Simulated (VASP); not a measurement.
# Os (P-1) in VASP: single point with PBEsol

Aim: the single point of Os with PBEsol.

Everything below comes from runs of VASP 6.6.1. Logs are shortened: lines on timing, memory, paths and dates and some standing lists are left out, and cuts for length are marked.

**1. The cell of the first run**

The typed cell holds 2 atoms: a = 2.734 Å, b = 2.734 Å, c = 4.320 Å, α = 90.00°, β = 90.00°, γ = 120.00°.

**2. Single point, PBEsol (atom 1 (Os) moved by (-0.600, -0.300) A along [1 1 0] and z)**

Input file INCAR:

```
SYSTEM = Os
  ALGO = Normal
  EDIFF = 1E-6
  ENCUT = 560
  GGA = PS
  GGA_COMPAT = .FALSE.
  ISIF = 2
  ISMEAR = 0
  LASPH = .TRUE.
  LCHARG = .FALSE.
  LREAL = .FALSE.
  LWAVE = .FALSE.
  NBANDS = 23
  NELM = 120
  PREC = Accurate
  SIGMA = 0.15
```

Input file KPOINTS:

```
k-points
0
G
  18 18 12
  0 0 0
```

Input file POSCAR:

```
Os
1.0
    2.7340999755      0.0000000000      0.0000000000
   -1.3670499878      2.3678000353      0.0000000000
    0.0000000000      0.0000000000      4.3197000000
Os
2
Direct
    0.0885679447      0.4874859663      0.1805507327
    0.6666666667      0.3333333333      0.7500000000
```

Potentials or basis: VASP PAW PBE potentials, release 64 (Os_sv_GW).

Run with:

```console
$ cat potpaw_PBE.64/Os_sv_GW/POTCAR > POTCAR
$ mpirun -np 1 vasp_std > vasp.out
```

OUTCAR:

```text
SYSTEM = Os
   EDIFF = 1E-6
   ENCUT = 560
   GGA = PS
   ISIF = 2
   ISMEAR = 0
   LASPH = .TRUE.
   LREAL = .FALSE.
   NELM = 120
   PREC = Accurate

 ion  position               nearest neighbor table
   1  0.089  0.487  0.181-   2 2.12   2 2.61   2 2.66   2 2.77   2 3.06   2 3.20
   2  0.667  0.333  0.750-   1 2.12   1 2.61   1 2.66   1 2.77   1 3.06   1 3.20

  LATTYP: Found a hexagonal cell.
 ALAT       =     2.7340999755
 C/A-ratio  =     1.5799349105

  Lattice vectors:

 A1 = (   2.7340999755,   0.0000000000,   0.0000000000)
 A2 = (  -1.3670499878,   2.3678000353,   0.0000000000)
 A3 = (   0.0000000000,   0.0000000000,   4.3197000000)

Analysis of symmetry for initial positions (statically):
=====================================================================
 Subroutine PRICEL returns:
 Original cell was already a primitive cell.

 Routine SETGRP: Setting up the symmetry group for a
 hexagonal supercell.

 Subroutine GETGRP returns: Found  2 space group operations
 (whereof  1 operations were pure point group operations)
 out of a pool of 24 trial point group operations.

The static configuration has the point symmetry C_1 .
 The point group associated with its full space group is S_2 .

Analysis of symmetry for dynamics (positions and initial velocities):
=====================================================================
 Subroutine PRICEL returns:
 Original cell was already a primitive cell.

 Routine SETGRP: Setting up the symmetry group for a
 hexagonal supercell.

 Subroutine GETGRP returns: Found  2 space group operations
 (whereof  1 operations were pure point group operations)
 out of a pool of 24 trial point group operations.

The dynamic configuration has the point symmetry C_1 .
 The point group associated with its full space group is S_2 .

 Subroutine INISYM returns: Found  2 space group operations
 (whereof  1 operations are pure point group operations),
 and found     1 'primitive' translations

----------------------------------------------------------------------------------------

                                     Primitive cell

  volume of cell :      27.9649

  direct lattice vectors                    reciprocal lattice vectors
     2.734099975  0.000000000  0.000000000     0.365751073  0.211166481  0.000000000
    -1.367049988  2.367800035  0.000000000     0.000000000  0.422332961  0.000000000
     0.000000000  0.000000000  4.319700000     0.000000000  0.000000000  0.231497558

  length of vectors
     2.734099975  2.734099976  4.319700000     0.422332961  0.422332961  0.231497558

  position of ions in fractional coordinates (direct lattice)
     0.088567945  0.487485966  0.180550733
     0.666666667  0.333333333  0.750000000

  ion indices of the primitive-cell ions
   primitive index   ion index
                 1           1
                 2           2

----------------------------------------------------------------------------------------

 KPOINTS: k-points

Automatic generation of k-mesh.
 Grid dimensions read from file:
 generate k-points for:   18   18   12

 Generating k-lattice:

  Cartesian coordinates                     Fractional coordinates (reciprocal lattice)
     0.020319504  0.011731471  0.000000000     0.055555556  0.000000000  0.000000000
     0.000000000  0.023462942  0.000000000     0.000000000  0.055555556  0.000000000
     0.000000000  0.000000000  0.019291463     0.000000000  0.000000000  0.083333333

  Length of vectors
     0.023462942  0.023462942  0.019291463

  Shift w.r.t. Gamma in fractional coordinates (k-lattice)
     0.000000000  0.000000000  0.000000000

 Subroutine IBZKPT returns following result:
 ===========================================

 Found   1948 irreducible k-points:

 Following reciprocal coordinates:
            Coordinates               Weight
  0.000000  0.000000  0.000000      1.000000
  0.055556  0.000000  0.000000      2.000000
  0.000000  0.055556  0.000000      2.000000
 -0.055556  0.055556  0.000000      2.000000
  0.111111  0.000000  0.000000      2.000000
  0.000000  0.111111  0.000000      2.000000
[... 16 lines left out ...]
  0.444444  0.000000  0.000000      2.000000
  0.000000  0.444444  0.000000      2.000000
 [... further k-points ...]
   k-points           NKPTS =   1948   k-points in BZ     NKDIM =   1948   number of bands    NBANDS=     23
   number of dos      NEDOS =    301   number of ions     NIONS =      2
   total plane-waves  NPLWV =  20736
   dimension x,y,z NGX =    24 NGY =   24 NGZ =   36
   dimension x,y,z NGXF=    48 NGYF=   48 NGZF=   72
   ions per type =               2
   NGX,Y,Z   is equivalent  to a cutoff of  14.59, 14.59, 13.85 a.u.
   NGXF,Y,Z  is equivalent  to a cutoff of  29.19, 29.19, 27.71 a.u.
 SYSTEM =  Os
   PREC   = accura    normal or accurate (medium, high low for compatibility)
   ISTART =      0    job   : 0-new  1-cont  2-samecut
   ICHARG =      2    charge: 1-file 2-atom 10-const
   ISPIN  =      1    spin polarized calculation?
   LNONCOLLINEAR =      F non collinear calculations
   LSORBIT =      F    spin-orbit coupling
   LASPH  =      T    aspherical Exc in radial PAW
   ENCUT  =  560.0 eV  41.16 Ry    6.42 a.u.   5.28  5.28  8.33*2*pi/ulx,y,z
   NELM   =    120;   NELMIN=  2; NELMDL= -5     # of ELM steps
   EDIFF  = 0.1E-05   stopping-criterion for ELM
   LREAL  =      F    real-space projection
   EDIFFG = 0.1E-04   stopping-criterion for IOM
   NSW    =      0    number of steps for IOM
   IBRION =     -1    ionic relax: 0-MD 1-quasi-New 2-CG
   NFREE  =      0    steps in history (QN), initial steepest desc. (CG)
   ISIF   =      2    stress and relaxation
   ISYM   =      2    0-nonsym 1-usesym 2-fastsym
   POTIM  = 0.5000    time-step for ionic-motion
   TEBEG  =    0.0;   TEEND  =   0.0 temperature during run
   PSTRESS=    0.0 pullay stress
   NELECT =      32.0000    total number of electrons
   NUPDOWN=      -1.0000    fix difference up-down
   EMIN   =  10.00;   EMAX   =-10.00  energy-range for DOS
   EFERMI =   0.00;   METHOD = LEGACY
   ISMEAR =     0;   SIGMA  =   0.15  broadening in eV -4-tet -1-fermi 0-gaus
   EFERMI_NEDOS =   21; number of points for ismear=-14 and -15
   IALGO  =     38    algorithm
   IMIX   =      4    mixing-type and parameters
     AMIX     =   0.40;   BMIX     =  1.00
     AMIX_MAG =   1.60;   BMIX_MAG =  1.00
  volume/ion in A,a.u.               =      13.98        94.36
  Fermi-wavevector in a.u.,A,eV,Ry     =   1.712329  3.235832 39.893232  2.932070
  Thomas-Fermi vector in A             =   2.790278
   LORBIT       =      0    0 simple, 1 ext, 2 COOP (PROOUT), +10 PAW based schemes
   GGA     = PS    functional components
   LHFCALC =     F    Hartree Fock is set to
   AEXX    =    0.0000 exact exchange contribution
   IVDW    =     0    specifies the selected vdW correction
   LEPSILON=     F    determine dielectric tensor
   LRPA    =     F    only Hartree local field effects (RPA)
 non-spin polarized calculation
 Gauss-broadening in eV      SIGMA  =   0.15
  energy-cutoff  :      560.00
  volume of cell :       27.96
 maximum number of plane-waves:       855
 NGX is ok and might be reduce to    24
   NGX = 11   NGY = 11   NGZ = 17

 number of electron      32.0000000 magnetization

 Free energy of the ion-electron system (eV)
  ---------------------------------------------------
  ext. energy  EPLUGINS =         0.00000000
  ---------------------------------------------------
  free energy    TOTEN  =       -24.05370684 eV

  energy without entropy =      -24.03283862  energy(sigma->0) =      -24.04327273

 E-fermi :  13.9825     XC(G=0): -14.6421

 val. band max:       13.9822241678   @ k =   0.0556   0.0000   0.5000
 cond. band min:      13.9825557496   @ k =  -0.4444   0.4444   0.0833
 fundamental gap:      0.0003315818
 Fermi energy:        13.9825222715

 k-point     1 :       0.0000    0.0000    0.0000
  band No.  band energies     occupation
      1     -73.1412      2.00000
      2     -72.7649      2.00000
      3     -33.9744      2.00000
      4     -32.0431      2.00000
      5     -31.9987      2.00000
      6     -31.8590      2.00000
[... 15 lines left out ...]
     22      27.1068      0.00000
     23      28.2942      0.00000

 k-point     2 :       0.0556    0.0000    0.0000
  band No.  band energies     occupation
      1     -73.1382      2.00000
      2     -72.7643      2.00000
      3     -33.9694      2.00000
      4     -32.0752      2.00000
      5     -32.0107      2.00000
      6     -31.8674      2.00000
[... 15 lines left out ...]
     22      27.2794      0.00000
     23      28.5536      0.00000

 k-point     3 :       0.0000    0.0556    0.0000
  band No.  band energies     occupation
      1     -73.1389      2.00000
      2     -72.7636      2.00000
      3     -33.9700      2.00000
      4     -32.0591      2.00000
      5     -32.0166      2.00000
      6     -31.8683      2.00000
[... 15 lines left out ...]
     22      27.3674      0.00000
     23      28.4810      0.00000

 k-point     4 :      -0.0556    0.0556    0.0000
  band No.  band energies     occupation
      1     -73.1386      2.00000
      2     -72.7640      2.00000
      3     -33.9695      2.00000
      4     -32.0708      2.00000
      5     -32.0061      2.00000
      6     -31.8712      2.00000
[... 15 lines left out ...]
     22      27.3552      0.00000
     23      28.5252      0.00000

 k-point     5 :       0.1111    0.0000    0.0000
  band No.  band energies     occupation
      1     -73.1296      2.00000
      2     -72.7625      2.00000
      3     -33.9562      2.00000
      4     -32.1588      2.00000
      5     -32.0434      2.00000
      6     -31.9005      2.00000
[... 434 lines left out ...]
 k-point    22 :      -0.3889    0.3889    0.0000
  band No.  band energies     occupation
      1     -73.0621      2.00000
      2     -72.7407      2.00000
      3     -33.8682      2.00000
      4     -32.8136      2.00000
      5     -32.2676      2.00000
      6     -32.0960      2.00000
[... 15 lines left out ...]
     22      23.9264      0.00000
     23      28.7349      0.00000

 k-point    23 :       0.4444    0.0000    0.0000
  band No.  band energies     occupation
      1     -73.0407      2.00000
      2     -72.7509      2.00000
      3     -33.9049      2.00000
      4     -32.8112      2.00000
      5     -32.2955      2.00000
      6     -32.2673      2.00000
[... 15 lines left out ...]
     22      24.8334      0.00000
     23      25.9536      0.00000

 k-point    24 :       0.0000    0.4444    0.0000
  band No.  band energies     occupation
      1     -73.0698      2.00000
      2     -72.7232      2.00000
      3     -33.8531      2.00000
      4     -32.8808      2.00000
      5     -32.3276      2.00000
      6     -32.1608      2.00000
[... 15 lines left out ...]
     22      23.5273      0.00000
     23      27.3960      0.00000

 [... further k-points ...]

------------------------ aborting loop because EDIFF is reached ----------------------------------------

  FORCE on cell =-STRESS in cart. coord.  units (eV):
  Direction    XX          YY          ZZ          XY          YZ          ZX
  --------------------------------------------------------------------------------------
  -------------------------------------------------------------------------------------
  Total        6.5466599      0.9418313     17.3800658      2.6168049      3.6497821      6.6852966
  in kB      375.0743481     53.9598482    995.7469810    149.9232276    209.1050466    383.0171851
  external PRESSURE =     474.9270591 kB  Pullay stress =       0.0000000 kB

 VOLUME and BASIS-vectors are now :
 -----------------------------------------------------------------------------
  energy-cutoff  :      560.00
  volume of cell :       27.96
      direct lattice vectors                 reciprocal lattice vectors
     2.734099975  0.000000000  0.000000000     0.365751073  0.211166481  0.000000000
    -1.367049988  2.367800035  0.000000000     0.000000000  0.422332961  0.000000000
     0.000000000  0.000000000  4.319700000     0.000000000  0.000000000  0.231497558

 POSITION                                       TOTAL-FORCE (eV/Angst)
 -----------------------------------------------------------------------------------
     -0.42426      1.15427      0.77993         4.329148      3.208198      9.738319
      1.36705      0.78927      3.23977        -4.329148     -3.208198     -9.738319
 -----------------------------------------------------------------------------------
    total drift:                               -0.000000     -0.000008     -0.000000

  FREE ENERGIE OF THE ION-ELECTRON SYSTEM (eV)
  ---------------------------------------------------
  free  energy   TOTEN  =       -24.0537068382 eV

  energy  without entropy=      -24.0328386222  energy(sigma->0) =      -24.04327273
```

Wall time 6.3 min (1 thread of Intel Xeon 6975P-C (Granite Rapids), shared host); peak memory 1.1 GiB.

What came out:

| Quantity | Value |
| --- | --- |
| Free energy | -24.0537 eV |
| Pressure | 47.5 GPa |
| Largest force | 11.130 eV/Å |
| Band gap on the k mesh | zero (bands 16 and 17 overlap by 3.42 eV) |

Forces on the atoms (eV/Å):
```
Os   4.329  3.208  9.738
Os  -4.329 -3.208 -9.738
```

Caveat: the cell differs from its parent crystal (atom 1 (Os) moved by (-0.600, -0.300) A along [1 1 0] and z); the stress differs along the axes, from 5 to 100 GPa; the PAW data sets were made with another functional, which shifts forces and pressure a little; spin-orbit coupling is left out, which moves the levels of the heavy elements.
